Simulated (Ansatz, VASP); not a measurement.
**Cu: VASP beside Ansatz**

The input INCAR:

```
PREC = Accurate
ENCUT = 520
EDIFF = 1E-6
ISMEAR = 0
SIGMA = 0.15
LREAL = F
LASPH = T
NELM = 60
ALGO = Normal
ISIF = 2
LWAVE = F
LCHARG = F
GGA = PE
NBANDS = 12
```

File KPOINTS:

```
regular mesh
0
Gamma
  22 22 22
```

Contents of POSCAR:

```
Cu
1.0
   -1.4487000000      1.4487000000      1.3589500000
    1.4487000000     -1.4487000000      1.3589500000
    1.4487000000      1.4487000000     -1.3589500000
Cu
1
Direct
    0.0000000000      0.0000000000      0.0000000000
```

Input for Ansatz:

```yaml
crystal:
  lattice:
    - [-1.4487, 1.4487, 1.35895]
    - [1.4487, -1.4487, 1.35895]
    - [1.4487, 1.4487, -1.35895]
  atoms:
    - { symbol: Cu, position: [0.0, 0.0, 0.0] }
basis:
  ecutwfc: 520.0
kpoints:
  mp_grid: { grid: [22, 22, 22] }
hamiltonian:
  xc: pbe
  pseudopotentials: { kind: paw, azcp: { folder: soft_1 } }
scf:
  occupations: { method: gaussian, width: 0.15 }
output:
  forces: true
  stress: true
  eigenvalues: true
```

Alike in both runs: task single point; functional PBE; k mesh 22 × 22 × 22; occupations gaussian, width 0.15 eV; no spin polarisation.

|  | VASP | Ansatz |
| --- | --- | --- |
| version | VASP 6.6.1 | Ansatz 0.2.0 |
| potentials or method | VASP PAW PBE potentials, release 64 (Cu), cutoff 520 eV | scalar-relativistic, plane waves, PAW |
| valence electrons in the cell | 11 | 19 |

VASP gave:

| Item | Value |
| --- | --- |
| gap on the k mesh at the Fermi level (eV) | none |
| pressure (GPa) | 8.7 |
| traceless stress, the component that is largest in VASP (GPa) | 0.19 |

Question: What did Ansatz give for the same quantities?

Answer: gap on the k mesh at the Fermi level (eV): none; pressure (GPa): 8.0; traceless stress, the component that is largest in VASP (GPa): 0.20.

A gap of «none» marks a metal or a gap that the smearing closes. The functional is the same, so the differences come from potentials, cutoffs and numerics. VASP's potentials hold 11 valence electrons a cell and Ansatz's 19, so a difference there can come from the potentials and not from the codes.
